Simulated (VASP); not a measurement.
## CuO: single point with PBE

The system is CuO.

```
Cu O
1.0
     4.24330    0.00000    0.00000
     0.00000    4.24538    0.00000
     0.00000    0.00000    4.94521
Cu O
4 4
Direct
  0.25000 0.25000 0.50000
  0.25000 0.75000 0.00000
  0.75000 0.75000 0.50000
  0.75000 0.25000 0.00000
  0.50000 0.00000 0.75000
  0.50000 0.00000 0.25000
  0.00000 0.50000 0.75000
  0.00000 0.50000 0.25000
```

This cell differs from its parent crystal: uniaxial strain along c: -4.0 %, then relaxed in part.

| Item | Value |
| --- | --- |
| Program | VASP 6.6.1 |
| Task | single point |
| Functional | PBE |
| Potentials or basis | VASP PAW PBE potentials, release 64 (Cu, O) |
| Cutoff | 520 eV |
| k mesh | 8 × 8 × 8 |
| Occupations | gaussian, width 0.1 eV |
| Spin | no spin polarisation |

* Pressure: 3.8 GPa
* Band gap on the k mesh: zero (band 34 reaches 5.63 eV, above the bottom of band 35 at 4.43 eV)

Stress tensor (GPa, compression positive):
```
 0.61  0.00  0.00
 0.00  0.60  0.00
 0.00  0.00 10.24
```

Levels at points of the mesh, in eV from the Fermi level:
| k point | band 31 | band 32 | band 33 | band 34 | band 35 | band 36 | band 37 | band 38 |
| --- | --- | --- | --- | --- | --- | --- | --- | --- |
| (0.00, 0.00, 0.00) | -1.65 | -1.34 | -1.34 | 0.71 | 0.71 | 1.07 | 1.36 | 1.78 |
| (0.50, 0.00, 0.00) | -1.78 | -1.78 | -0.50 | -0.50 | 0.65 | 0.65 | 3.70 | 3.70 |
| (0.00, 0.50, 0.00) | -1.78 | -1.78 | -0.50 | -0.50 | 0.65 | 0.65 | 3.70 | 3.70 |
| (0.50, 0.50, 0.00) | -1.60 | -1.60 | 0.24 | 0.24 | 0.51 | 0.51 | 4.04 | 4.04 |
| (0.00, 0.00, 0.50) | -1.57 | -1.57 | -0.63 | -0.63 | 0.10 | 0.10 | 3.36 | 3.36 |
| (0.50, 0.00, 0.50) | -1.88 | -1.88 | -0.50 | -0.50 | -0.50 | -0.50 | 4.71 | 4.71 |
| (0.00, 0.50, 0.50) | -1.88 | -1.88 | -0.50 | -0.50 | -0.50 | -0.50 | 4.71 | 4.71 |
| (0.50, 0.50, 0.50) | -1.90 | -1.90 | -0.26 | -0.26 | 0.69 | 0.69 | 4.35 | 4.35 |

Run time: 4.2 min on 1 thread of Intel(R) Xeon(R) Platinum 8559C (Emerald Rapids), on a shared host, peak memory 0.44 GiB.

Caveat: the cell differs from its parent crystal (uniaxial strain along c: -4.0 %, then relaxed in part); semilocal functionals often make such compounds metallic where correlation or magnetic order opens a gap, which also shifts bond lengths.
